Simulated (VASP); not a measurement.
# Hf4N (Pm-3m) in VASP: single point with PBE

Aim: the single point of Hf4N with PBE.

Program: VASP 6.6.1. These are calculated values, not measurements. Logs are shortened: lines on timing, memory, paths and dates and some standing lists are left out, and cuts for length are marked.

## Step 1: The cell of the first run

Symmetry: Pm-3m, No. 221, cubic system. Conventional cell: a = 5.095 Å, b = 5.095 Å, c = 5.095 Å, α = 90.00°, β = 90.00°, γ = 90.00°. Within 3.4 Å of Hf (site symmetry m-3m) lie 6 Hf at 2.55 Å. Within 3.4 Å of Hf (site symmetry 4/mmm) lie 2 Hf at 2.55 Å. Within 4.7 Å of N (site symmetry m-3m) lie 20 Hf at 3.60 to 4.41 Å.

## Step 2: Single point, PBE

POSCAR

```
Hf4N
1.0
    5.0948579823      0.0000000000      0.0000000000
    0.0000000000      5.0948579823      0.0000000000
    0.0000000000      0.0000000000      5.0948579823
Hf N
4 1
Direct
    0.5000000000      0.5000000000      0.5000000000
    0.0000000000      0.5000000000      0.5000000000
    0.5000000000      0.0000000000      0.5000000000
    0.5000000000      0.5000000000      0.0000000000
    0.0000000000      0.0000000000      0.0000000000
```

INCAR.step1

```
SYSTEM = Hf4N
ALGO = Normal
EDIFF = 1E-6
ENCUT = 520
GGA = PE
ISIF = 2
ISMEAR = 0
LASPH = .TRUE.
LCHARG = .TRUE.
LMAXMIX = 4
LREAL = .FALSE.
LWAVE = .FALSE.
NBANDS = 30
NELM = 60
PREC = Accurate
SIGMA = 0.1
```

KPOINTS.step1

```
k-points
0
G
  8 8 8
  0 0 0
```

INCAR.step2

```
SYSTEM = Hf4N
ALGO = Normal
EDIFF = 1E-6
ENCUT = 520
GGA = PE
ICHARG = 11
ISIF = 2
ISMEAR = -5
LASPH = .TRUE.
LCHARG = .FALSE.
LMAXMIX = 4
LORBIT = 10
LREAL = .FALSE.
LWAVE = .FALSE.
NBANDS = 30
NEDOS = 2001
NELM = 60
PREC = Accurate
SIGMA = 0.1
```

KPOINTS.step2

```
k-points
0
G
  12 12 12
  0 0 0
```

Potentials or basis: VASP PAW PBE potentials, release 64 (Hf_pv, N).

On the command line:

```bash
$ cat potpaw_PBE.64/Hf_pv/POTCAR potpaw_PBE.64/N/POTCAR > POTCAR
$ cp INCAR.step1 INCAR
$ cp KPOINTS.step1 KPOINTS
$ mpirun -np 1 vasp_std > vasp.out
$ cp INCAR.step2 INCAR
$ cp KPOINTS.step2 KPOINTS
$ mpirun -np 1 vasp_std > vasp.out
```

OUTCAR:

```text
SYSTEM = Hf4N
   EDIFF = 1E-6
   ENCUT = 520
   GGA = PE
   ICHARG = 11
   ISIF = 2
   ISMEAR = -5
   LASPH = .TRUE.
   LORBIT = 10
   LREAL = .FALSE.
   NELM = 60
   PREC = Accurate

 ion  position               nearest neighbor table
   1  0.500  0.500  0.500-   2 2.55   3 2.55   4 2.55   4 2.55   3 2.55   2 2.55
   2  0.000  0.500  0.500-   1 2.55   1 2.55   4 3.60   4 3.60   3 3.60   3 3.60   3 3.60   4 3.60
                             4 3.60   3 3.60
   3  0.500  0.000  0.500-   1 2.55   1 2.55   4 3.60   4 3.60   2 3.60   2 3.60   4 3.60   4 3.60
                             2 3.60   2 3.60
   4  0.500  0.500  0.000-   1 2.55   1 2.55   3 3.60   2 3.60   2 3.60   3 3.60   3 3.60   3 3.60
                             2 3.60   2 3.60
   5  0.000  0.000  0.000-

  LATTYP: Found a simple cubic cell.
 ALAT       =     5.0948579823

  Lattice vectors:

 A1 = (   5.0948579823,   0.0000000000,   0.0000000000)
 A2 = (   0.0000000000,   5.0948579823,   0.0000000000)
 A3 = (   0.0000000000,   0.0000000000,   5.0948579823)

Analysis of symmetry for initial positions (statically):
=====================================================================
 Subroutine PRICEL returns:
 Original cell was already a primitive cell.

 Routine SETGRP: Setting up the symmetry group for a
 simple cubic supercell.

 Subroutine GETGRP returns: Found 48 space group operations
 (whereof 48 operations were pure point group operations)
 out of a pool of 48 trial point group operations.

The static configuration has the point symmetry O_h .

Analysis of symmetry for dynamics (positions and initial velocities):
=====================================================================
 Subroutine PRICEL returns:
 Original cell was already a primitive cell.

 Routine SETGRP: Setting up the symmetry group for a
 simple cubic supercell.

 Subroutine GETGRP returns: Found 48 space group operations
 (whereof 48 operations were pure point group operations)
 out of a pool of 48 trial point group operations.

The dynamic configuration has the point symmetry O_h .

 Subroutine INISYM returns: Found 48 space group operations
 (whereof 48 operations are pure point group operations),
 and found     1 'primitive' translations

----------------------------------------------------------------------------------------

                                     Primitive cell

  volume of cell :     132.2502

  direct lattice vectors                    reciprocal lattice vectors
[... 108 lines left out ...]
   EMIN   =  10.00;   EMAX   =-10.00  energy-range for DOS
   EFERMI =   0.00;   METHOD = LEGACY
   ISMEAR =    -5;   SIGMA  =   0.10  broadening in eV -4-tet -1-fermi 0-gaus
   EFERMI_NEDOS =   21; number of points for ismear=-14 and -15
   IALGO  =     38    algorithm
   IMIX   =      4    mixing-type and parameters
     AMIX     =   0.40;   BMIX     =  1.00
     AMIX_MAG =   1.60;   BMIX_MAG =  1.00
  volume/ion in A,a.u.               =      26.45       178.49
  Fermi-wavevector in a.u.,A,eV,Ry     =   1.142914  2.159794 17.772646  1.306253
  Thomas-Fermi vector in A             =   2.279611
   LORBIT       =     10    0 simple, 1 ext, 2 COOP (PROOUT), +10 PAW based schemes
   GGA     = PE    functional components
   LHFCALC =     F    Hartree Fock is set to
   AEXX    =    0.0000 exact exchange contribution
   IVDW    =     0    specifies the selected vdW correction
   LEPSILON=     F    determine dielectric tensor
   LRPA    =     F    only Hartree local field effects (RPA)
 non-spin polarized calculation
 Fermi weights with tetrahedron method with Bloechl corrections
  energy-cutoff  :      520.00
  volume of cell :      132.25
 maximum number of plane-waves:      3596
 NGX is ok and might be reduce to    40

 number of electron      45.0000009 magnetization

 Free energy of the ion-electron system (eV)
  ---------------------------------------------------
  ext. energy  EPLUGINS =         0.00000000
  ---------------------------------------------------
  free energy    TOTEN  =       -36.43018130 eV

  energy without entropy =      -36.43018130  energy(sigma->0) =      -36.43018130

 E-fermi :   2.3223     XC(G=0):  -9.6638

 val. band max:        2.3139189830   @ k =   0.1667   0.1667   0.0000
 cond. band min:       2.2960523746   @ k =   0.2500   0.0833   0.0833
 fundamental gap:     -0.0178666085
 Fermi energy:         2.3222667398

 k-point     1 :       0.0000    0.0000    0.0000
  band No.  band energies     occupation
      1     -29.6496      2.00000
      2     -29.6496      2.00000
      3     -29.6496      2.00000
      4     -29.1079      2.00000
      5     -29.1079      2.00000
      6     -29.1079      2.00000
[... 781 lines left out ...]
     29       4.2119      0.00000
     30       4.4247      0.00000

 [... further k-points ...]

------------------------ aborting loop because EDIFF is reached ----------------------------------------

  FORCE on cell =-STRESS in cart. coord.  units (eV):
  Direction    XX          YY          ZZ          XY          YZ          ZX
  --------------------------------------------------------------------------------------
  -------------------------------------------------------------------------------------
  Total       -0.0885617     -0.0885617     -0.0885617      0.0000000     -0.0000000      0.0000000
  in kB       -1.0729027     -1.0729027     -1.0729027      0.0000000     -0.0000000      0.0000000
  external PRESSURE =      -1.0729027 kB  Pullay stress =       0.0000000 kB

 VOLUME and BASIS-vectors are now :
 -----------------------------------------------------------------------------
  energy-cutoff  :      520.00
  volume of cell :      132.25
      direct lattice vectors                 reciprocal lattice vectors
     5.094857982  0.000000000  0.000000000     0.196276325  0.000000000  0.000000000
     0.000000000  5.094857982  0.000000000     0.000000000  0.196276325  0.000000000
     0.000000000  0.000000000  5.094857982     0.000000000  0.000000000  0.196276325

 POSITION                                       TOTAL-FORCE (eV/Angst)
 -----------------------------------------------------------------------------------
      2.54743      2.54743      2.54743         0.000000      0.000000      0.000000
      0.00000      2.54743      2.54743         0.000000      0.000000      0.000000
      2.54743      0.00000      2.54743         0.000000      0.000000      0.000000
      2.54743      2.54743      0.00000         0.000000      0.000000      0.000000
      0.00000      0.00000      0.00000         0.000000      0.000000      0.000000
 -----------------------------------------------------------------------------------
    total drift:                                0.000000     -0.000000     -0.000000

  FREE ENERGIE OF THE ION-ELECTRON SYSTEM (eV)
  ---------------------------------------------------
  free  energy   TOTEN  =       -36.4301813008 eV

  energy  without entropy=      -36.4301813008  energy(sigma->0) =      -36.43018130

 total charge

# of ion       s       p       d       tot
------------------------------------------
    1        0.529   6.390   2.506   9.425
    2        0.410   6.194   1.538   8.142
    3        0.410   6.194   1.538   8.142
    4        0.410   6.194   1.538   8.142
    5        1.369   1.909   0.000   3.278
--------------------------------------------------
tot          3.129  26.881   7.121  37.131
```

OUTCAR.step1:

```text
SYSTEM = Hf4N
   EDIFF = 1E-6
   ENCUT = 520
   GGA = PE
   ISIF = 2
   ISMEAR = 0
[... 1028 lines left out ...]
      0.00000      2.54743      2.54743         0.000000      0.000000      0.000000
      2.54743      0.00000      2.54743         0.000000      0.000000      0.000000
      2.54743      2.54743      0.00000         0.000000      0.000000      0.000000
      0.00000      0.00000      0.00000         0.000000      0.000000      0.000000
 -----------------------------------------------------------------------------------
    total drift:                               -0.000000     -0.000000     -0.000000

  FREE ENERGIE OF THE ION-ELECTRON SYSTEM (eV)
  ---------------------------------------------------
  free  energy   TOTEN  =       -36.4563457955 eV

  energy  without entropy=      -36.4274774295  energy(sigma->0) =      -36.44191161
```

OSZICAR.step1:

```text
N       E                     dE             d eps       ncg     rms          rms(c)
DAV:   1     0.189718635246E+03    0.18972E+03   -0.24024E+04  2180   0.136E+03
DAV:   2    -0.269315314673E+02   -0.21665E+03   -0.20669E+03  2466   0.333E+02
DAV:   3    -0.422500169271E+02   -0.15318E+02   -0.14524E+02  2920   0.530E+01
DAV:   4    -0.427293308779E+02   -0.47931E+00   -0.47368E+00  2786   0.939E+00
DAV:   5    -0.427398825587E+02   -0.10552E-01   -0.10538E-01  2834   0.133E+00    0.687E+01
DAV:   6    -0.425564550321E+02    0.18343E+00   -0.81004E+01  2992   0.320E+01    0.496E+01
DAV:   7    -0.402454779109E+02    0.23110E+01   -0.24155E+01  2888   0.138E+01    0.225E+01
DAV:   8    -0.365979720770E+02    0.36475E+01   -0.18846E+01  3010   0.132E+01    0.147E+01
DAV:   9    -0.364725534373E+02    0.12542E+00   -0.16865E+00  2508   0.529E+00    0.361E+00
DAV:  10    -0.364579093760E+02    0.14644E-01   -0.17462E-01  2670   0.175E+00    0.170E+00
DAV:  11    -0.364566598350E+02    0.12495E-02   -0.24839E-02  2738   0.746E-01    0.496E-01
DAV:  12    -0.364562276916E+02    0.43214E-03   -0.22222E-03  3156   0.186E-01    0.203E-01
DAV:  13    -0.364563802999E+02   -0.15261E-03   -0.36434E-04  2620   0.915E-02    0.738E-02
DAV:  14    -0.364563447665E+02    0.35533E-04   -0.10296E-04  3144   0.379E-02    0.174E-02
DAV:  15    -0.364563454997E+02   -0.73321E-06   -0.13289E-05  2376   0.164E-02    0.796E-03
DAV:  16    -0.364563457955E+02   -0.29580E-06   -0.99060E-07  1746   0.530E-03
   1 F= -.36456346E+02 E0= -.36441912E+02  d E =-.288684E-01
```

Run time: 5.2 min. Hardware: 1 thread of Intel Xeon Platinum 8488C (Sapphire Rapids), shared host; peak memory 0.41 GiB.

Results:

```yaml
Valence_electrons_inside_the_program's_atomic_spheres: Hf 9.43, 8.14 (each value once); N 3.28
```

Levels at points of the mesh, in eV from the Fermi level:
| k point | band 20 | band 21 | band 22 | band 23 | band 24 | band 25 | band 26 | band 27 |
| --- | --- | --- | --- | --- | --- | --- | --- | --- |
| (0.00, 0.00, 0.00) | -0.92 | -0.92 | -0.92 | -0.88 | -0.48 | -0.48 | 2.06 | 2.06 |
| (0.50, 0.00, 0.00) | -1.66 | -0.42 | -0.42 | 0.30 | 0.30 | 0.32 | 0.37 | 1.19 |
| (0.50, 0.50, 0.00) | -0.63 | -0.31 | -0.21 | -0.21 | 0.01 | 1.13 | 1.13 | 1.32 |
| (0.50, 0.50, 0.50) | -0.34 | -0.05 | 0.59 | 0.59 | 0.59 | 0.96 | 0.96 | 0.96 |

Caveat: spin-orbit coupling is left out, which moves the levels of the heavy elements.
